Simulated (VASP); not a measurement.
# NaH3 (C2/c) in VASP: single point with PBE

Aim: the single point of NaH3 with PBE.

Program: VASP 6.6.1. These are calculated values, not measurements. Logs are shortened: lines on timing, memory, paths and dates and some standing lists are left out, and cuts for length are marked.

## (1) The cell of the first run

The structure is monoclinic, space group C2/c (No. 15). The conventional cell has a = 13.613 Å, b = 4.599 Å, c = 4.584 Å, α = 90.00°, β = 108.31°, γ = 90.00°. Na (site symmetry 2) has 4 H at 2.29 to 2.30 Å within 3.0 Å. H (site symmetry 1) has 1 H at 0.75 Å within 1.0 Å. Within 3.0 Å of H (site symmetry 2) lie 4 Na at 2.29 to 2.30 Å.

## (2) Single point, PBE (17.03 Å³/atom)

Input file INCAR:

```
  PREC = Accurate
  ENCUT = 500
  EDIFF = 1E-6
  ISMEAR = 0
  SIGMA = 0.02
  LREAL = False
  LASPH = True
  NELM = 120
  ALGO = Normal
  ISIF = 2
  LWAVE = False
  LCHARG = True
  GGA = PE
  LELF = True
  LVHAR = True
  NBANDS = 20
  GGA_COMPAT = False
```

Input file KPOINTS:

```
Automatic mesh
0
Gamma
  6 6 6
```

Input file POSCAR:

```
NaH3
1.0
    6.8043976250     -2.2992979371      0.1759943579
    6.8043976250      2.2992979371      0.1759943579
   -1.5518734306      0.0000000000      4.3130470818
Na H
2 6
Direct
    0.2498960708      0.7501039292      0.7500000000
    0.7501039292      0.2498960708      0.2500000000
    0.5502602491      0.9461480438      0.0613951089
    0.7499185248      0.2500814752      0.7500000000
    0.0538519562      0.4497397509      0.4386048911
    0.9461480438      0.5502602491      0.5613951089
    0.4497397509      0.0538519562      0.9386048911
    0.2500814752      0.7499185248      0.2500000000
```

Potentials or basis: VASP PAW PBE potentials, release 64 (Na_pv, H).

On the command line:

```console
> cat potpaw_PBE.64/Na_pv/POTCAR potpaw_PBE.64/H/POTCAR > POTCAR
> mpirun -np 1 vasp_std > vasp.out
```

OUTCAR:

```text
PREC = Accurate
   ENCUT = 500
   EDIFF = 1E-6
   ISMEAR = 0
   LREAL = False
   LASPH = True
   NELM = 120
   ISIF = 2
   GGA = PE

 ion  position               nearest neighbor table
   1  0.250  0.750  0.750-
   2  0.750  0.250  0.250-
   3  0.550  0.946  0.061-   7 0.75
   4  0.750  0.250  0.750-
   5  0.054  0.450  0.439-   6 0.75
   6  0.946  0.550  0.561-   5 0.75
   7  0.450  0.054  0.939-   3 0.75
   8  0.250  0.750  0.250-

  LATTYP: Found a base centered monoclinic cell.
 ALAT       =    13.6133465471
 B/A-ratio  =     0.3378005444
 C/A-ratio  =     0.3367093829
 COS(beta)  =    -0.3141180205

  Lattice vectors:

 A1 = (   6.8043976250,  -2.2992979371,   0.1759943579)
 A2 = (   6.8043976250,   2.2992979371,   0.1759943579)
 A3 = (  -1.5518734306,   0.0000000000,   4.3130470818)

Analysis of symmetry for initial positions (statically):
=====================================================================
 Subroutine PRICEL returns:
 Original cell was already a primitive cell.

 Routine SETGRP: Setting up the symmetry group for a
 base centered monoclinic supercell.

 Subroutine GETGRP returns: Found  4 space group operations
 (whereof  2 operations were pure point group operations)
 out of a pool of  4 trial point group operations.

The static configuration has the point symmetry S_2 .
 The point group associated with its full space group is C_2h.

Analysis of symmetry for dynamics (positions and initial velocities):
=====================================================================
 Subroutine PRICEL returns:
 Original cell was already a primitive cell.

 Routine SETGRP: Setting up the symmetry group for a
 base centered monoclinic supercell.

 Subroutine GETGRP returns: Found  4 space group operations
 (whereof  2 operations were pure point group operations)
 out of a pool of  4 trial point group operations.

The dynamic configuration has the point symmetry S_2 .
 The point group associated with its full space group is C_2h.

 Subroutine INISYM returns: Found  4 space group operations
 (whereof  2 operations are pure point group operations),
[... 106 lines left out ...]
   ENCUT  =  500.0 eV  36.75 Ry    6.06 a.u.  13.10 13.10  8.36*2*pi/ulx,y,z
   NELM   =    120;   NELMIN=  2; NELMDL= -5     # of ELM steps
   EDIFF  = 0.1E-05   stopping-criterion for ELM
   LREAL  =      F    real-space projection
   EDIFFG = 0.1E-04   stopping-criterion for IOM
   NSW    =      0    number of steps for IOM
   IBRION =     -1    ionic relax: 0-MD 1-quasi-New 2-CG
   NFREE  =      0    steps in history (QN), initial steepest desc. (CG)
   ISIF   =      2    stress and relaxation
   ISYM   =      2    0-nonsym 1-usesym 2-fastsym
   POTIM  = 0.5000    time-step for ionic-motion
   TEBEG  =    0.0;   TEEND  =   0.0 temperature during run
   PSTRESS=    0.0 pullay stress
   NELECT =      20.0000    total number of electrons
   NUPDOWN=      -1.0000    fix difference up-down
   EMIN   =  10.00;   EMAX   =-10.00  energy-range for DOS
   EFERMI =   0.00;   METHOD = LEGACY
   ISMEAR =     0;   SIGMA  =   0.02  broadening in eV -4-tet -1-fermi 0-gaus
   EFERMI_NEDOS =   21; number of points for ismear=-14 and -15
   IALGO  =     38    algorithm
   IMIX   =      4    mixing-type and parameters
     AMIX     =   0.40;   BMIX     =  1.00
     AMIX_MAG =   1.60;   BMIX_MAG =  1.00
  volume/ion in A,a.u.               =      17.03       114.90
  Fermi-wavevector in a.u.,A,eV,Ry     =   0.863663  1.632086 10.148764  0.745913
  Thomas-Fermi vector in A             =   1.981645
   LORBIT       =      0    0 simple, 1 ext, 2 COOP (PROOUT), +10 PAW based schemes
   GGA     = PE    functional components
   LHFCALC =     F    Hartree Fock is set to
   AEXX    =    0.0000 exact exchange contribution
   IVDW    =     0    specifies the selected vdW correction
   LEPSILON=     F    determine dielectric tensor
   LRPA    =     F    only Hartree local field effects (RPA)
 non-spin polarized calculation
 Gauss-broadening in eV      SIGMA  =   0.02
  energy-cutoff  :      500.00
  volume of cell :      136.21
 maximum number of plane-waves:      3486
 NGX is ok and might be reduce to    54
   NGX = 27   NGY = 27   NGZ = 17

 number of electron      20.0000013 magnetization

 Free energy of the ion-electron system (eV)
  ---------------------------------------------------
  ext. energy  EPLUGINS =         0.00000000
  ---------------------------------------------------
  free energy    TOTEN  =       -23.26819919 eV

  energy without entropy =      -23.26819919  energy(sigma->0) =      -23.26819919

 E-fermi :  -1.8940     XC(G=0):  -5.7424

 val. band max:       -2.0069093346   @ k =   0.0000   0.0000   0.0000
 cond. band min:       0.8460189162   @ k =   0.0000   0.0000   0.0000
 fundamental gap:      2.8529282508
 Fermi energy:        -1.8939861532

 k-point     1 :       0.0000    0.0000    0.0000
  band No.  band energies     occupation
      1     -24.9596      2.00000
      2     -24.9438      2.00000
      3     -24.8665      2.00000
      4     -24.8650      2.00000
      5     -24.8010      2.00000
      6     -24.8000      2.00000
[... 541 lines left out ...]
     19       7.6197      0.00000
     20       8.1763      0.00000

 [... further k-points ...]

------------------------ aborting loop because EDIFF is reached ----------------------------------------

  FORCE on cell =-STRESS in cart. coord.  units (eV):
  Direction    XX          YY          ZZ          XY          YZ          ZX
  --------------------------------------------------------------------------------------
  -------------------------------------------------------------------------------------
  Total       -0.2267961     -0.2698129     -0.2473790      0.0000000      0.0000000      0.0099794
  in kB       -2.6676206     -3.1735927     -2.9097207      0.0000000      0.0000000      0.1173798
  external PRESSURE =      -2.9169780 kB  Pullay stress =       0.0000000 kB

 VOLUME and BASIS-vectors are now :
 -----------------------------------------------------------------------------
  energy-cutoff  :      500.00
  volume of cell :      136.21
      direct lattice vectors                 reciprocal lattice vectors
     6.804397625 -2.299297937  0.175994358     0.072804345 -0.217457682  0.026195663
     6.804397625  2.299297937  0.175994358     0.072804345  0.217457682  0.026195663
    -1.551873431  0.000000000  4.313047082    -0.005941579  0.000000000  0.229716811

 POSITION                                       TOTAL-FORCE (eV/Angst)
 -----------------------------------------------------------------------------------
      5.64049      1.15013      3.41078        -0.000000      0.001048      0.000000
      6.41643     -1.15013      1.25426        -0.000000     -0.001048      0.000000
     10.08688      0.91026      0.52816         0.003553      0.004175     -0.005665
      5.64049     -1.14927      3.41078        -0.000000      0.001070      0.000000
      2.74598      0.91026      1.98035        -0.003553      0.004175      0.005665
      9.31094     -0.91026      2.68468         0.003553     -0.004175     -0.005665
      1.97004     -0.91026      4.13688        -0.003553     -0.004175      0.005665
      6.41643      1.14927      1.25426        -0.000000     -0.001070      0.000000
 -----------------------------------------------------------------------------------
    total drift:                               -0.000000     -0.000000      0.000000

  FREE ENERGIE OF THE ION-ELECTRON SYSTEM (eV)
  ---------------------------------------------------
  free  energy   TOTEN  =       -23.2681991905 eV

  energy  without entropy=      -23.2681991905  energy(sigma->0) =      -23.26819919
```

OSZICAR:

```text
N       E                     dE             d eps       ncg     rms          rms(c)
DAV:   1     0.116616199049E+03    0.11662E+03   -0.93413E+03  2736   0.843E+02
DAV:   2    -0.160857896624E+02   -0.13270E+03   -0.12880E+03  2800   0.239E+02
DAV:   3    -0.257305971264E+02   -0.96448E+01   -0.96156E+01  3336   0.723E+01
DAV:   4    -0.258715024375E+02   -0.14091E+00   -0.14087E+00  3168   0.100E+01
DAV:   5    -0.258738812636E+02   -0.23788E-02   -0.23788E-02  3160   0.132E+00    0.806E+00
DAV:   6    -0.239579744027E+02    0.19159E+01   -0.14032E+00  3064   0.402E+00    0.411E+00
DAV:   7    -0.232561021001E+02    0.70187E+00   -0.19822E+00  3080   0.442E+00    0.946E-01
DAV:   8    -0.232784980987E+02   -0.22396E-01   -0.83916E-02  2980   0.194E+00    0.355E-01
DAV:   9    -0.232693834520E+02    0.91146E-02   -0.31887E-02  3232   0.888E-01    0.172E-01
DAV:  10    -0.232683601355E+02    0.10233E-02   -0.33097E-03  3072   0.294E-01    0.572E-02
DAV:  11    -0.232680443666E+02    0.31577E-03   -0.73372E-04  3144   0.207E-01    0.510E-02
DAV:  12    -0.232682041890E+02   -0.15982E-03   -0.20739E-04  2872   0.740E-02    0.210E-02
DAV:  13    -0.232681988299E+02    0.53591E-05   -0.10422E-05  3232   0.169E-02    0.612E-03
DAV:  14    -0.232681991905E+02   -0.36060E-06   -0.69012E-06  2832   0.774E-03
   1 F= -.23268199E+02 E0= -.23268199E+02  d E =-.114548E-17
```

It took 2.2 min on 1 thread of AMD EPYC 9R45 (Zen 5), shared host; peak memory 0.33 GiB.

What came out:

| Item | Value |
| --- | --- |
| Free energy | -23.2682 eV |
| Pressure | -0.3 GPa |
| Largest force | 0.008 eV/Å |
| Band gap on the k mesh | 2.85 eV |

Forces on the atoms (eV/Å):
```
Na   0.000  0.001  0.000
Na   0.000 -0.001  0.000
H    0.004  0.004 -0.006
H    0.000  0.001  0.000
H   -0.004  0.004  0.006
H    0.004 -0.004 -0.006
H   -0.004 -0.004  0.006
H    0.000 -0.001  0.000
```
